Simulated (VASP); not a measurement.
## Li: single point with PBEsol

Crystal: Li.

```
CELL_PARAMETERS angstrom
1.71778 1.71778 1.71778
-1.71778 1.71778 1.71778
-1.71778 -1.71778 1.71778
ATOMIC_POSITIONS crystal
Li 0.00000 0.00000 0.00000
```

* Program: VASP 6.6.1
* Task: single point
* Functional: PBEsol
* Potentials or basis: VASP PAW PBE potentials, release 64 (Li_sv)
* Cutoff: 750 eV
* k mesh: 8 × 8 × 8
* Occupations: methfessel-paxton, width 0.1 eV
* Spin: no spin polarisation
* Dipole correction: no
* Further INCAR settings: ALGO = Normal; EDIFF = 1e-06; NBANDS = 8

```json
{"Pressure": "-0.1 GPa", "Band gap on the k mesh": "zero (an odd number of electrons rules out a gap without spin polarisation)"}
```

Levels at points of the mesh, in eV from the Fermi level:
```tsv
k point	band 1	band 2	band 3	band 4
(0.00, 0.00, 0.00)	-45.95	-3.61	14.58	14.58
(0.50, 0.00, 0.00)	-45.93	0.20	3.21	10.33
(0.50, 0.50, 0.50)	-45.92	5.48	5.48	5.48
```

Run time: 2.7 s on 1 thread of Intel(R) Xeon(R) 6975P-C (Granite Rapids) (shared host), peak memory 0.14 GiB.

Caveat: the PAW data sets were made with another functional, which shifts forces and pressure a little.
